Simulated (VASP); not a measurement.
# Al in VASP: single point with PBEsol

Aim: the single point of Al with PBEsol.

Everything below comes from runs of VASP 6.6.1. Logs are shortened: lines on timing, memory, paths and dates and some standing lists are left out, and cuts for length are marked.

## (1) The cell of the first run

The typed cell holds 8 atoms: a = 2.836 Å, b = 2.836 Å, c = 18.930 Å, α = 81.38°, β = 81.38°, γ = 60.00°.

## (2) Single point, PBEsol (the part above a cut slid along it)

INCAR reads:

```
SYSTEM = Al
PREC = Accurate
ENCUT = 520
EDIFF = 1E-7
ISMEAR = 0
SIGMA = 0.15
LREAL = .FALSE.
LASPH = .TRUE.
NELM = 80
ALGO = Fast
ISIF = 2
LWAVE = .FALSE.
LCHARG = .FALSE.
GGA = PS
NBANDS = 22
```

KPOINTS reads:

```
Automatic mesh
0
G
  19 19 3
  0 0 0
```

POSCAR reads:

```
Al
1.0
   -2.8362844918      0.0000000000      0.0000000000
   -1.4181422459     -2.4562944223      0.0000000000
   -2.8364263060     -1.6376114913     18.6442989101
Al
8
Direct
   -0.1250062500     -0.1250062500      0.1875000000
   -0.4583562500     -0.4583562500      0.6875000000
   -0.2083604167     -0.2083604167      0.8125000000
    0.1249895833      0.1249895833      0.3125000000
   -0.6250312500     -0.6250312500      0.9375000000
   -0.2916812500     -0.2916812500      0.4375000000
    0.6249979167      0.6249979167      0.0625000000
    0.2916479167      0.2916479167      0.5625000000
```

Potentials or basis: VASP PAW PBE potentials, release 64 (Al).

The run is started by

```sh
$ cat potpaw_PBE.64/Al/POTCAR > POTCAR
$ mpirun -np 1 vasp_std > vasp.out
```

OUTCAR:

```text
SYSTEM = Al
   PREC = Accurate
   ENCUT = 520
   EDIFF = 1E-7
   ISMEAR = 0
   LREAL = .FALSE.
   LASPH = .TRUE.
   NELM = 80
   ISIF = 2
   GGA = PS

 ion  position               nearest neighbor table
   1  0.875  0.875  0.188-   4 2.85   7 2.85   7 2.85   4 2.85   4 2.85   7 2.85
   2  0.542  0.542  0.688-   3 2.85   8 2.85   8 2.85   3 2.85   3 2.85   8 2.85
   3  0.792  0.792  0.812-   2 2.85   5 2.85   2 2.85   5 2.85   5 2.85   2 2.85
   4  0.125  0.125  0.312-   1 2.85   6 2.85   1 2.85   6 2.85   6 2.85   1 2.85
   5  0.375  0.375  0.938-   7 2.85   7 2.85   3 2.85   3 2.85   3 2.85   7 2.85
   6  0.708  0.708  0.438-   8 2.85   4 2.85   4 2.85   8 2.85   4 2.85   8 2.85
   7  0.625  0.625  0.062-   5 2.85   5 2.85   1 2.85   1 2.85   1 2.85   5 2.85
   8  0.292  0.292  0.562-   2 2.85   6 2.85   2 2.85   6 2.85   6 2.85   2 2.85

  LATTYP: Found a trigonal (rhomboedric) cell.
 ALAT       =    18.7160800721
 COS(alpha) =     0.9885173985

  Lattice vectors:

 A1 = (  -0.0001418142,  -1.6376114913,  18.6442989101)
 A2 = (   1.4180004317,   0.8186829310,  18.6442989101)
 A3 = (  -1.4182840601,   0.8186829310,  18.6442989101)

Analysis of symmetry for initial positions (statically):
=====================================================================
 Subroutine PRICEL returns:
 Original cell was already a primitive cell.

 Routine SETGRP: Setting up the symmetry group for a
 trigonal (rhombohedral) supercell.

 Subroutine GETGRP returns: Found  2 space group operations
 (whereof  2 operations were pure point group operations)
 out of a pool of 12 trial point group operations.

The static configuration has the point symmetry C_1h.

Analysis of symmetry for dynamics (positions and initial velocities):
=====================================================================
 Subroutine PRICEL returns:
 Original cell was already a primitive cell.

 Routine SETGRP: Setting up the symmetry group for a
 trigonal (rhombohedral) supercell.

 Subroutine GETGRP returns: Found  2 space group operations
 (whereof  2 operations were pure point group operations)
 out of a pool of 12 trial point group operations.

The dynamic configuration has the point symmetry C_1h.

 Subroutine INISYM returns: Found  2 space group operations
 (whereof  2 operations are pure point group operations),
 and found     1 'primitive' translations

----------------------------------------------------------------------------------------

                                     Primitive cell

  volume of cell :     129.8902

  direct lattice vectors                    reciprocal lattice vectors
    -2.836284492  0.000000000  0.000000000    -0.352573941  0.203558660 -0.035758920
    -1.418142246 -2.456294422  0.000000000     0.000000000 -0.407117319 -0.035758920
    -2.836426306 -1.637611491 18.644298910     0.000000000  0.000000000  0.053635699

  length of vectors
     2.836284492  2.836284492 18.929790475     0.408684734  0.408684734  0.053635699

  position of ions in fractional coordinates (direct lattice)
     0.874993750  0.874993750  0.187500000
     0.541643750  0.541643750  0.687500000
     0.791639583  0.791639583  0.812500000
     0.124989583  0.124989583  0.312500000
     0.374968750  0.374968750  0.937500000
     0.708318750  0.708318750  0.437500000
     0.624997917  0.624997917  0.062500000
     0.291647917  0.291647917  0.562500000

  ion indices of the primitive-cell ions
   primitive index   ion index
                 1           1
                 2           2
                 3           3
                 4           4
                 5           5
                 6           6
                 7           7
                 8           8

----------------------------------------------------------------------------------------

 KPOINTS: Automatic mesh

Automatic generation of k-mesh.
 Grid dimensions read from file:
 generate k-points for:   19   19    3

 Generating k-lattice:

  Cartesian coordinates                     Fractional coordinates (reciprocal lattice)
    -0.018556523  0.010713614 -0.001882048     0.052631579  0.000000000 -0.000000000
     0.000000000 -0.021427227 -0.001882048     0.000000000  0.052631579 -0.000000000
     0.000000000  0.000000000  0.017878566     0.000000000  0.000000000  0.333333333

  Length of vectors
     0.021509723  0.021509723  0.017878566

  Shift w.r.t. Gamma in fractional coordinates (k-lattice)
     0.000000000  0.000000000  0.000000000

 -----------------------------------------------------------------------------
|                                                                             |
|           W    W    AA    RRRRR   N    N  II  N    N   GGGG   !!!           |
|           W    W   A  A   R    R  NN   N  II  NN   N  G    G  !!!           |
|           W    W  A    A  R    R  N N  N  II  N N  N  G       !!!           |
|           W WW W  AAAAAA  RRRRR   N  N N  II  N  N N  G  GGG   !            |
|           WW  WW  A    A  R   R   N   NN  II  N   NN  G    G                |
|           W    W  A    A  R    R  N    N  II  N    N   GGGG   !!!           |
|                                                                             |
|     Your reciprocal lattice and k-lattice belong to different lattice       |
|     classes:                                                                |
|                                                                             |
|        The reciprocal lattice is rhombohedral (trigonal),                   |
|        whereas your k-lattice is base-centered monoclinic.                  |
|                                                                             |
|     Results are often still useful ...                                      |
|                                                                             |
 -----------------------------------------------------------------------------

 WARNING: IBZKPT: internal override: KBLOWUP is changed to .FALSE.
      ... skipping the blow-up phase ...

 Subroutine IBZKPT returns following result:
 ===========================================

 Found    290 irreducible k-points:

 Following reciprocal coordinates:
            Coordinates               Weight
  0.000000  0.000000  0.000000      1.000000
  0.052632  0.000000  0.000000      4.000000
  0.105263  0.000000  0.000000      4.000000
  0.157895  0.000000  0.000000      4.000000
  0.210526 -0.000000 -0.000000      4.000000
  0.263158  0.000000  0.000000      4.000000
[... 16 lines left out ...]
 -0.315789  0.052632  0.000000      4.000000
 -0.263158  0.052632  0.000000      4.000000
 [... further k-points ...]
   k-points           NKPTS =    290   k-points in BZ     NKDIM =    290   number of bands    NBANDS=     22
   number of dos      NEDOS =    301   number of ions     NIONS =      8
   total plane-waves  NPLWV =  82944
   dimension x,y,z NGX =    24 NGY =   24 NGZ =  144
   dimension x,y,z NGXF=    48 NGYF=   48 NGZF=  288
   ions per type =               8
   NGX,Y,Z   is equivalent  to a cutoff of  14.07, 14.07, 12.65 a.u.
   NGXF,Y,Z  is equivalent  to a cutoff of  28.13, 28.13, 25.29 a.u.
 SYSTEM =  Al
   PREC   = accura    normal or accurate (medium, high low for compatibility)
   ISTART =      0    job   : 0-new  1-cont  2-samecut
   ICHARG =      2    charge: 1-file 2-atom 10-const
   ISPIN  =      1    spin polarized calculation?
   LNONCOLLINEAR =      F non collinear calculations
   LSORBIT =      F    spin-orbit coupling
   LASPH  =      T    aspherical Exc in radial PAW
   ENCUT  =  520.0 eV  38.22 Ry    6.18 a.u.   5.27  5.27 35.20*2*pi/ulx,y,z
   NELM   =     80;   NELMIN=  2; NELMDL= -5     # of ELM steps
   EDIFF  = 0.1E-06   stopping-criterion for ELM
   LREAL  =      F    real-space projection
   EDIFFG = 0.1E-05   stopping-criterion for IOM
   NSW    =      0    number of steps for IOM
   IBRION =     -1    ionic relax: 0-MD 1-quasi-New 2-CG
   NFREE  =      0    steps in history (QN), initial steepest desc. (CG)
   ISIF   =      2    stress and relaxation
   ISYM   =      2    0-nonsym 1-usesym 2-fastsym
   POTIM  = 0.5000    time-step for ionic-motion
   TEBEG  =    0.0;   TEEND  =   0.0 temperature during run
   PSTRESS=    0.0 pullay stress
   NELECT =      24.0000    total number of electrons
   NUPDOWN=      -1.0000    fix difference up-down
   EMIN   =  10.00;   EMAX   =-10.00  energy-range for DOS
   EFERMI =   0.00;   METHOD = LEGACY
   ISMEAR =     0;   SIGMA  =   0.15  broadening in eV -4-tet -1-fermi 0-gaus
   EFERMI_NEDOS =   21; number of points for ismear=-14 and -15
   IALGO  =     68    algorithm
   IMIX   =      4    mixing-type and parameters
     AMIX     =   0.40;   BMIX     =  1.00
     AMIX_MAG =   1.60;   BMIX_MAG =  1.00
  volume/ion in A,a.u.               =      16.24       109.57
  Fermi-wavevector in a.u.,A,eV,Ry     =   0.932438  1.762052 11.829450  0.869440
  Thomas-Fermi vector in A             =   2.059035
   LORBIT       =      0    0 simple, 1 ext, 2 COOP (PROOUT), +10 PAW based schemes
   GGA     = PS    functional components
   LHFCALC =     F    Hartree Fock is set to
   AEXX    =    0.0000 exact exchange contribution
   IVDW    =     0    specifies the selected vdW correction
   LEPSILON=     F    determine dielectric tensor
   LRPA    =     F    only Hartree local field effects (RPA)
 non-spin polarized calculation
 RMM-DIIS sequential band-by-band and
 Gauss-broadening in eV      SIGMA  =   0.15
  energy-cutoff  :      520.00
  volume of cell :      129.89
 maximum number of plane-waves:      3524
 NGX is ok and might be reduce to    24
   NGX = 11   NGY = 11   NGZ = 71

 number of electron      24.0000000 magnetization

 Free energy of the ion-electron system (eV)
  ---------------------------------------------------
  ext. energy  EPLUGINS =         0.00000000
  ---------------------------------------------------
  free energy    TOTEN  =       -32.64220093 eV

  energy without entropy =      -32.60483123  energy(sigma->0) =      -32.62351608

 E-fermi :   8.1136     XC(G=0): -10.3162

 val. band max:        8.1118650127   @ k =  -0.2105   0.4737   0.3333
 cond. band min:       8.1142929225   @ k =  -0.3684   0.3158   0.3333
 fundamental gap:      0.0024279098
 Fermi energy:         8.1135628962

 k-point     1 :       0.0000    0.0000    0.0000
  band No.  band energies     occupation
      1      -3.1242      2.00000
      2      -2.7002      2.00000
      3      -2.6979      2.00000
      4      -1.4324      2.00000
      5      -1.4305      2.00000
      6       0.6557      2.00000
[... 14 lines left out ...]
     21      19.2604      0.00000
     22      19.2802      0.00000

 k-point     2 :       0.0526    0.0000    0.0000
  band No.  band energies     occupation
      1      -3.0558      2.00000
      2      -2.6606      2.00000
      3      -2.6010      2.00000
      4      -1.4228      2.00000
      5      -1.3048      2.00000
      6       0.6356      2.00000
[... 14 lines left out ...]
     21      18.3966      0.00000
     22      18.6284      0.00000

 k-point     3 :       0.1053    0.0000    0.0000
  band No.  band energies     occupation
      1      -2.8507      2.00000
      2      -2.4858      2.00000
      3      -2.3668      2.00000
      4      -1.2791      2.00000
      5      -1.0434      2.00000
      6       0.7480      2.00000
[... 14 lines left out ...]
     21      17.2941      0.00000
     22      17.6222      0.00000
[... 476 lines left out ...]
 k-point    23 :      -0.3158    0.0526    0.0000
  band No.  band energies     occupation
      1      -0.2210      2.00000
      2       0.0493      2.00000
      3       0.3410      2.00000
      4       1.1457      2.00000
      5       1.7235      2.00000
      6       3.0424      2.00000
[... 14 lines left out ...]
     21      13.3612      0.00000
     22      13.6246      0.00000

 k-point    24 :      -0.2632    0.0526    0.0000
  band No.  band energies     occupation
      1      -1.0260      2.00000
      2      -0.7246      2.00000
      3      -0.4899      2.00000
      4       0.4081      2.00000
      5       0.8733      2.00000
      6       2.3494      2.00000
[... 14 lines left out ...]
     21      13.6210      0.00000
     22      14.0466      0.00000

 [... further k-points ...]

------------------------ aborting loop because EDIFF is reached ----------------------------------------

  FORCE on cell =-STRESS in cart. coord.  units (eV):
  Direction    XX          YY          ZZ          XY          YZ          ZX
  --------------------------------------------------------------------------------------
  -------------------------------------------------------------------------------------
  Total        0.1588146      0.1959287     -0.0003454     -0.0321418      0.0190063      0.0329198
  in kB        1.9589557      2.4167537     -0.0042599     -0.3964647      0.2344398      0.4060616
  external PRESSURE =       1.4571498 kB  Pullay stress =       0.0000000 kB

 VOLUME and BASIS-vectors are now :
 -----------------------------------------------------------------------------
  energy-cutoff  :      520.00
  volume of cell :      129.89
      direct lattice vectors                 reciprocal lattice vectors
    -2.836284492  0.000000000  0.000000000    -0.352573941  0.203558660 -0.035758920
    -1.418142246 -2.456294422  0.000000000     0.000000000 -0.407117319 -0.035758920
    -2.836426306 -1.637611491 18.644298910     0.000000000  0.000000000  0.053635699

 POSITION                                       TOTAL-FORCE (eV/Angst)
 -----------------------------------------------------------------------------------
     -4.25443     -2.45629      3.49581         0.000221      0.000128     -0.065241
     -4.25443     -2.45629     12.81796        -0.000338     -0.000195      0.007385
     -5.67257     -3.27506     15.14849        -0.000303     -0.000175     -0.060865
     -1.41814     -0.81876      5.82634         0.000320      0.000185      0.012089
     -4.25443     -2.45629     17.47903        -0.000152     -0.000088      0.036230
     -4.25443     -2.45629      8.15688         0.000248      0.000143      0.007121
     -2.83628     -1.63753      1.16527         0.000465      0.000268      0.062963
     -2.83628     -1.63753     10.48742        -0.000462     -0.000266      0.000318
 -----------------------------------------------------------------------------------
    total drift:                               -0.000000     -0.000000     -0.000001

  FREE ENERGIE OF THE ION-ELECTRON SYSTEM (eV)
  ---------------------------------------------------
  free  energy   TOTEN  =       -32.6422009299 eV

  energy  without entropy=      -32.6048312321  energy(sigma->0) =      -32.62351608
```

Wall time 18 min (1 thread of Oxide Virtual Turin-like, shared host); peak memory 0.63 GiB.

Results:

| Item | Value |
| --- | --- |
| Free energy | -32.6422 eV |
| Pressure | 0.1 GPa |
| Largest force | 0.065 eV/Å |
| Band gap on the k mesh | zero (bands 12 and 13 overlap by 5.58 eV) |

Forces in eV/Å, atoms in the order of the input:
```
Al   0.000  0.000 -0.065
Al   0.000  0.000  0.007
Al   0.000  0.000 -0.061
Al   0.000  0.000  0.012
Al   0.000  0.000  0.036
Al   0.000  0.000  0.007
Al   0.000  0.000  0.063
Al   0.000  0.000  0.000
```

Caveat: the cell differs from its parent crystal (the part above a cut slid along it); the PAW data sets were made with another functional, which shifts forces and pressure a little.
